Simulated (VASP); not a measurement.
# MnO (Fm-3m) in VASP: single point with PBE+U

Aim: the single point of MnO with PBE+U.

Everything below comes from runs of VASP 6.6.1. Logs are shortened: lines on timing, memory, paths and dates and some standing lists are left out, and cuts for length are marked.

**1. The cell of the first run**

The structure is cubic, space group Fm-3m (No. 225). Conventional cell: a = 4.445 Å, b = 4.445 Å, c = 4.445 Å, α = 90.00°, β = 90.00°, γ = 90.00°. Mn (site symmetry m-3m) has 6 O at 2.22 Å within 2.9 Å. Within 2.9 Å of O (site symmetry m-3m) lie 6 Mn at 2.22 Å.

**2. Single point, PBE+U, collinear spin, ferromagnetic start**

INCAR reads:

```
SYSTEM = MnO
PREC = Accurate
ENCUT = 600
EDIFF = 1E-6
ISMEAR = -1
SIGMA = 0.05
LREAL = .FALSE.
LASPH = .TRUE.
NELM = 200
ALGO = Normal
ISIF = 2
LWAVE = .FALSE.
LCHARG = .FALSE.
ISPIN = 2
MAGMOM = 5 0
LORBIT = 11
LMAXMIX = 4
LDAU = .TRUE.
LDAUTYPE = 2
LDAUL = 2 -1
LDAUU = 4 0
LDAUJ = 0 0
LDAUPRINT = 1
GGA = PE
NBANDS = 20
GGA_COMPAT = .FALSE.
```

KPOINTS reads:

```
regular mesh
0
G
  4 4 4
  0 0 0
```

POSCAR reads:

```
MnO
1.0
    0.0000000000      2.2225000000      2.2225000000
    2.2225000000      0.0000000000      2.2225000000
    2.2225000000      2.2225000000      0.0000000000
Mn O
1 1
Direct
    0.0000000000      0.0000000000      0.0000000000
    0.5000000000      0.5000000000      0.5000000000
```

Potentials or basis: VASP PAW PBE potentials, release 64 (Mn_pv, O).

Run with:

```console
cat potpaw_PBE.64/Mn_pv/POTCAR potpaw_PBE.64/O/POTCAR > POTCAR
mpirun -np 1 vasp_std > vasp.out
```

OUTCAR:

```text
SYSTEM = MnO
   PREC = Accurate
   ENCUT = 600
   EDIFF = 1E-6
   ISMEAR = -1
   LREAL = .FALSE.
   LASPH = .TRUE.
   NELM = 200
   ISIF = 2
   ISPIN = 2
   LORBIT = 11
   GGA = PE

 ion  position               nearest neighbor table
   1  0.000  0.000  0.000-   2 2.22   2 2.22   2 2.22   2 2.22   2 2.22   2 2.22
   2  0.500  0.500  0.500-   1 2.22   1 2.22   1 2.22   1 2.22   1 2.22   1 2.22

  LATTYP: Found a face centered cubic cell.
 ALAT       =     4.4450000000

  Lattice vectors:

 A1 = (   0.0000000000,   2.2225000000,   2.2225000000)
 A2 = (   2.2225000000,   0.0000000000,   2.2225000000)
 A3 = (   2.2225000000,   2.2225000000,   0.0000000000)

Analysis of symmetry for initial positions (statically):
=====================================================================
 Subroutine PRICEL returns:
 Original cell was already a primitive cell.

 Routine SETGRP: Setting up the symmetry group for a
 face centered cubic supercell.

 Subroutine GETGRP returns: Found 48 space group operations
 (whereof 48 operations were pure point group operations)
 out of a pool of 48 trial point group operations.

The static configuration has the point symmetry O_h .

Analysis of symmetry for dynamics (positions and initial velocities):
=====================================================================
 Subroutine PRICEL returns:
 Original cell was already a primitive cell.

 Routine SETGRP: Setting up the symmetry group for a
 face centered cubic supercell.

 Subroutine GETGRP returns: Found 48 space group operations
 (whereof 48 operations were pure point group operations)
 out of a pool of 48 trial point group operations.

The dynamic configuration has the point symmetry O_h .

Analysis of structural, dynamic, and magnetic symmetry:
=====================================================================
 Subroutine PRICEL returns:
 Original cell was already a primitive cell.

 Routine SETGRP: Setting up the symmetry group for a
 face centered cubic supercell.

 Subroutine GETGRP returns: Found 48 space group operations
 (whereof 48 operations were pure point group operations)
 out of a pool of 48 trial point group operations.

The overall configuration has the point symmetry O_h .

 Subroutine INISYM returns: Found 48 space group operations
 (whereof 48 operations are pure point group operations),
 and found     1 'primitive' translations

----------------------------------------------------------------------------------------

                                     Primitive cell

  volume of cell :      21.9561

  direct lattice vectors                    reciprocal lattice vectors
     0.000000000  2.222500000  2.222500000    -0.224971879  0.224971879  0.224971879
     2.222500000  0.000000000  2.222500000     0.224971879 -0.224971879  0.224971879
     2.222500000  2.222500000  0.000000000     0.224971879  0.224971879 -0.224971879

  length of vectors
     3.143089642  3.143089642  3.143089642     0.389662724  0.389662724  0.389662724

  position of ions in fractional coordinates (direct lattice)
     0.000000000  0.000000000  0.000000000
     0.500000000  0.500000000  0.500000000

  ion indices of the primitive-cell ions
   primitive index   ion index
                 1           1
                 2           2

----------------------------------------------------------------------------------------

 KPOINTS: regular mesh

Automatic generation of k-mesh.
 Grid dimensions read from file:
 generate k-points for:    4    4    4
[... 53 lines left out ...]
   ISIF   =      2    stress and relaxation
   ISYM   =      2    0-nonsym 1-usesym 2-fastsym
   POTIM  = 0.5000    time-step for ionic-motion
   TEBEG  =    0.0;   TEEND  =   0.0 temperature during run
   PSTRESS=    0.0 pullay stress
   NELECT =      19.0000    total number of electrons
   NUPDOWN=      -1.0000    fix difference up-down
   EMIN   =  10.00;   EMAX   =-10.00  energy-range for DOS
   EFERMI =   0.00;   METHOD = LEGACY
   ISMEAR =    -1;   SIGMA  =   0.05  broadening in eV -4-tet -1-fermi 0-gaus
   EFERMI_NEDOS =   21; number of points for ismear=-14 and -15
   IALGO  =     38    algorithm
   IMIX   =      4    mixing-type and parameters
     AMIX     =   0.40;   BMIX     =  1.00
     AMIX_MAG =   1.60;   BMIX_MAG =  1.00
  volume/ion in A,a.u.               =      10.98        74.08
  Fermi-wavevector in a.u.,A,eV,Ry     =   1.560059  2.948083 33.113628  2.433783
  Thomas-Fermi vector in A             =   2.663326
   LORBIT       =     11    0 simple, 1 ext, 2 COOP (PROOUT), +10 PAW based schemes
 LDA+U is selected, type is set to LDAUTYPE =  2
   angular momentum for each species LDAUL =     2   -1
   U (eV)           for each species LDAUU =   4.0  0.0
   J (eV)           for each species LDAUJ =   0.0  0.0
   GGA     = PE    functional components
   LHFCALC =     F    Hartree Fock is set to
   AEXX    =    0.0000 exact exchange contribution
   IVDW    =     0    specifies the selected vdW correction
   LEPSILON=     F    determine dielectric tensor
   LRPA    =     F    only Hartree local field effects (RPA)
 spin polarized calculation
  energy-cutoff  :      600.00
  volume of cell :       21.96
 maximum number of plane-waves:       754
 NGX is ok and might be reduce to    28
   NGX = 13   NGY = 13   NGZ = 13

atom =   1  type =  1  l = 2

 onsite density matrix

spin component  1

  0.9408  0.0000  0.0000  0.0000 -0.0000
  0.0000  0.9408 -0.0000 -0.0000 -0.0000
  0.0000 -0.0000  0.9772 -0.0000  0.0000
  0.0000 -0.0000 -0.0000  0.9408  0.0000
 -0.0000 -0.0000  0.0000  0.0000  0.9772

spin component  2

  0.0187  0.0000  0.0000  0.0000 -0.0000
  0.0000  0.0187  0.0000  0.0000 -0.0000
  0.0000  0.0000  0.0732  0.0000 -0.0000
  0.0000  0.0000  0.0000  0.0187  0.0000
 -0.0000 -0.0000 -0.0000  0.0000  0.0732

 occupancies and eigenvectors

  o =  0.0187  v =  0.0000  0.0000  0.0000  0.0000  0.0000 -0.0011 -0.8573  0.0000  0.5149 -0.0000      0.0000  0.0000  0.0000  0.0000  0.0000  0.0000  0.0000  0.0000  0.0000  0.0000
  o =  0.0187  v =  0.0000  0.0000  0.0000  0.0000  0.0000  0.0031 -0.5149  0.0000 -0.8573 -0.0000      0.0000  0.0000  0.0000  0.0000  0.0000  0.0000  0.0000  0.0000  0.0000  0.0000
  o =  0.0187  v =  0.0000  0.0000  0.0000  0.0000  0.0000  1.0000  0.0006 -0.0000  0.0032  0.0000      0.0000  0.0000  0.0000  0.0000  0.0000  0.0000  0.0000  0.0000  0.0000  0.0000
  o =  0.0732  v =  0.0000  0.0000  0.0000  0.0000  0.0000 -0.0000  0.0000 -0.1066 -0.0000 -0.9943      0.0000  0.0000  0.0000  0.0000  0.0000  0.0000  0.0000  0.0000  0.0000  0.0000
  o =  0.0732  v =  0.0000  0.0000  0.0000  0.0000  0.0000  0.0000 -0.0000  0.9943  0.0000 -0.1066      0.0000  0.0000  0.0000  0.0000  0.0000  0.0000  0.0000  0.0000  0.0000  0.0000
  o =  0.9408  v =  1.0000  0.0000  0.0000  0.0000  0.0000  0.0000  0.0000  0.0000  0.0000  0.0000      0.0000  0.0000  0.0000  0.0000  0.0000  0.0000  0.0000  0.0000  0.0000  0.0000
  o =  0.9408  v =  0.0000 -0.9063  0.0000 -0.4227  0.0000  0.0000  0.0000  0.0000  0.0000  0.0000      0.0000  0.0000  0.0000  0.0000  0.0000  0.0000  0.0000  0.0000  0.0000  0.0000
  o =  0.9408  v =  0.0000 -0.4227  0.0000  0.9063  0.0000  0.0000  0.0000  0.0000  0.0000  0.0000      0.0000  0.0000  0.0000  0.0000  0.0000  0.0000  0.0000  0.0000  0.0000  0.0000
  o =  0.9772  v =  0.0000  0.0000  0.9480  0.0000 -0.3183  0.0000  0.0000  0.0000  0.0000  0.0000      0.0000  0.0000  0.0000  0.0000  0.0000  0.0000  0.0000  0.0000  0.0000  0.0000
  o =  0.9772  v =  0.0000  0.0000  0.3183 -0.0000  0.9480  0.0000  0.0000  0.0000  0.0000  0.0000      0.0000  0.0000  0.0000  0.0000  0.0000  0.0000  0.0000  0.0000  0.0000  0.0000

 number of electron      18.9999998 magnetization       4.9999903

 Free energy of the ion-electron system (eV)
  ---------------------------------------------------
  ext. energy  EPLUGINS =         0.00000000
  ---------------------------------------------------
  free energy    TOTEN  =       -15.42447132 eV

  energy without entropy =      -15.42302837  energy(sigma->0) =      -15.42374984

 E-fermi :   7.0772     XC(G=0): -11.8013

 val. band max:        6.8981629201   @ k =   0.5000   0.0000   0.0000
 cond. band min:       7.1297623615   @ k =   0.0000   0.0000   0.0000
 fundamental gap:      0.2315994414
 Fermi energy:         7.0771538573

 spin component 1

 k-point     1 :       0.0000    0.0000    0.0000
  band No.  band energies     occupation
      1     -42.8480      1.00000
      2     -42.8480      1.00000
      3     -42.8480      1.00000
      4     -12.4255      1.00000
      5       2.6849      1.00000
      6       2.6849      1.00000
[... 160 lines left out ...]
      6       0.9710      1.00000
[... 12 lines left out ...]
     19      33.1476      0.00000
     20      33.8685      0.00000
 Fermi energy:         7.0771538573

 spin component 2

 k-point     1 :       0.0000    0.0000    0.0000
  band No.  band energies     occupation
      1     -37.8880      1.00000
      2     -37.8880      1.00000
      3     -37.8880      1.00000
      4     -12.0478      1.00000
      5       4.4411      1.00000
      6       4.4411      1.00000
[... 173 lines left out ...]
     19      35.7120      0.00000
     20      35.8092      0.00000

------------------------ aborting loop because EDIFF is reached ----------------------------------------

  FORCE on cell =-STRESS in cart. coord.  units (eV):
  Direction    XX          YY          ZZ          XY          YZ          ZX
  --------------------------------------------------------------------------------------
  -------------------------------------------------------------------------------------
  Total        1.0525416      1.0525416      1.0525416      0.0000000     -0.0000000      0.0000000
  in kB       76.8058936     76.8058936     76.8058936      0.0000000     -0.0000000      0.0000000
  external PRESSURE =      76.8058936 kB  Pullay stress =       0.0000000 kB

 VOLUME and BASIS-vectors are now :
 -----------------------------------------------------------------------------
  energy-cutoff  :      600.00
  volume of cell :       21.96
      direct lattice vectors                 reciprocal lattice vectors
     0.000000000  2.222500000  2.222500000    -0.224971879  0.224971879  0.224971879
     2.222500000  0.000000000  2.222500000     0.224971879 -0.224971879  0.224971879
     2.222500000  2.222500000  0.000000000     0.224971879  0.224971879 -0.224971879

 POSITION                                       TOTAL-FORCE (eV/Angst)
 -----------------------------------------------------------------------------------
      0.00000      0.00000      0.00000         0.000000      0.000000      0.000000
      2.22250      2.22250      2.22250        -0.000000     -0.000000     -0.000000
 -----------------------------------------------------------------------------------
    total drift:                                0.000000      0.000000      0.000000

  FREE ENERGIE OF THE ION-ELECTRON SYSTEM (eV)
  ---------------------------------------------------
  free  energy   TOTEN  =       -15.4244713220 eV

  energy  without entropy=      -15.4230283653  energy(sigma->0) =      -15.42374984

 total charge

# of ion       s       p       d       tot
------------------------------------------
    1        0.208   6.184   4.959  11.351
    2        1.551   3.461   0.000   5.011
--------------------------------------------------
tot          1.758   9.644   4.959  16.362

 magnetization (x)

# of ion       s       p       d       tot
------------------------------------------
    1        0.033   0.026   4.565   4.624
    2        0.023   0.133   0.000   0.156
--------------------------------------------------
tot          0.057   0.158   4.565   4.780
```

It took 8.4 s on 1 thread of Intel Xeon 6975P-C (Granite Rapids), shared host; peak memory 0.17 GiB.

What came out:

```
Free energy                                           : -15.4245 eV
Pressure                                              : 7.7 GPa
Band gap on the k mesh                                : 0.23 eV, indirect (least direct gap 2.69 eV)
Net moment                                            : 5.00 μB per cell
Site moments                                          : Mn +4.62; O +0.16 μB
Valence electrons inside the program's atomic spheres : Mn 11.35; O 5.01
```

Eigenvalues of the final occupation matrices:
| site | spin | trace | eigenvalues |
| --- | --- | --- | --- |
| site 1 d | 1 | 4.78 | 0.94 0.94 0.94 0.98 0.98 |
| site 1 d | 2 | 0.20 | 0.02 0.02 0.02 0.07 0.07 |

Caveat: the k points lie up to 0.61 Å⁻¹ apart; a cell with one magnetic atom can't hold antiferromagnetic order, which such compounds often take.
